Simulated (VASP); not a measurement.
Wanted: the native input for a VASP 6.6.1 run.

```
Task                   : single point
Functional             : PBE
Potentials or basis    : VASP PAW PBE potentials, release 64 (Zr_sv, H)
Cutoff                 : 520 eV
k mesh                 : 6 × 6 × 4
Occupations            : gaussian, width 0.1 eV
Spin                   : no spin polarisation
Dipole correction      : no
Further INCAR settings : ALGO = Normal; EDIFF = 1e-07; NBANDS = 16
```

The structure of ZrH4 lies in POSCAR:

```
ZrH4
1.0
    3.2073092039      0.0000000000      0.0000000000
   -1.6036546020      2.7776112484      0.0000000000
    0.0000000000      0.0000000000      4.0985277398
Zr H
1 4
Direct
    0.0000000000      0.0000000000      0.5000000000
    0.3333333333      0.6666666667      0.7551789603
    0.3333333333      0.6666666667      0.2448210397
    0.6666666667      0.3333333333      0.2448210397
    0.6666666667      0.3333333333      0.7551789603
```

The cell was built from a structure type or drawn by symmetry, and may not be a known phase.

The input as run:

INCAR

```
ALGO     = Normal         # electronic algorithm
EDIFF    = 1E-7           # SCF threshold, eV
ENCUT    = 520            # plane-wave cutoff, eV
GGA      = PE             # functional
ISIF     = 2              # what is computed and relaxed
ISMEAR   = 0              # smearing method
LASPH    = T              # aspherical terms in the spheres
LCHARG   = F              # write CHGCAR
LREAL    = F              # projectors in reciprocal space
LWAVE    = F              # write WAVECAR
NBANDS   = 16             # bands
NELM     = 80             # most SCF steps
PREC     = Accurate       # precision mode
SIGMA    = 0.1            # smearing width, eV
```

KPOINTS

```
k-points
0
Gamma
  6 6 4
```

Potentials or basis: VASP PAW PBE potentials, release 64 (Zr_sv, H).

Command:

```sh
$ cat potpaw_PBE.64/Zr_sv/POTCAR potpaw_PBE.64/H/POTCAR > POTCAR
$ mpirun -np 1 vasp_std > vasp.out
```

It gave:

```
Pressure               : -0.1 GPa
Largest force          : 0.009 eV/Å
Band gap on the k mesh : zero (bands 8 and 9 overlap by 0.94 eV)
```

Caveat: the k points lie up to 0.38 Å⁻¹ apart, too coarse for converged energies and pressures of a metal.

Run time: 17 s on 1 thread of Intel Xeon 8259CL, with other jobs on the host, peak memory 0.15 GiB.
